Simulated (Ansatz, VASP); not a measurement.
## Rb in VASP and in Ansatz

The input INCAR:

```
ALGO = Normal
EDIFF = 1E-7
ENCUT = 520
GGA = PE
ISIF = 2
ISMEAR = 0
LASPH = T
LCHARG = F
LREAL = F
LWAVE = F
NBANDS = 10
NELM = 100
PREC = Accurate
SIGMA = 0.05
```

File KPOINTS:

```
k-points
0
Gamma
  6 6 6
```

POSCAR

```
Rb
1.0
   -2.8425668311      2.8425668311      2.8425668311
    2.8425668311     -2.8425668311      2.8425668311
    2.8425668311      2.8425668311     -2.8425668311
Rb
1
Direct
    0.0000000000      0.0000000000      0.0000000000
```

Input for Ansatz:

```yaml
crystal:
  lattice:
    - [-2.8425668311, 2.8425668311, 2.8425668311]
    - [2.8425668311, -2.8425668311, 2.8425668311]
    - [2.8425668311, 2.8425668311, -2.8425668311]
  atoms:
    - { symbol: Rb, position: [0.0, 0.0, 0.0] }
basis:
  ecutwfc: 420
  ecutrho_ratio: 4
kpoints:
  mp_grid: { grid: [6, 6, 6] }
hamiltonian:
  xc: pbe
scf:
  occupations: { method: gaussian, width: 0.05 }
output:
  forces: true
  stress: true
  eigenvalues: true
```

Alike in both runs: task single point; functional PBE; k mesh 6 × 6 × 6; occupations gaussian, width 0.05 eV; no spin polarisation.

|  | VASP | Ansatz |
| --- | --- | --- |
| version | VASP 6.6.1 | Ansatz 0.2.0 |
| potentials or method | VASP PAW PBE potentials, release 64 (Rb_sv), cutoff 520 eV | scalar-relativistic, plane waves, PAW |
| valence electrons in the cell | 9 | 9 |

|  | VASP | Ansatz | Ansatz less VASP |
| --- | --- | --- | --- |
| gap on the k mesh at the Fermi level (eV) | none | none | - |
| pressure (GPa) | 0.0 | 0.0 | 0.00 |

A gap of «none» marks a metal or a gap that the smearing closes.
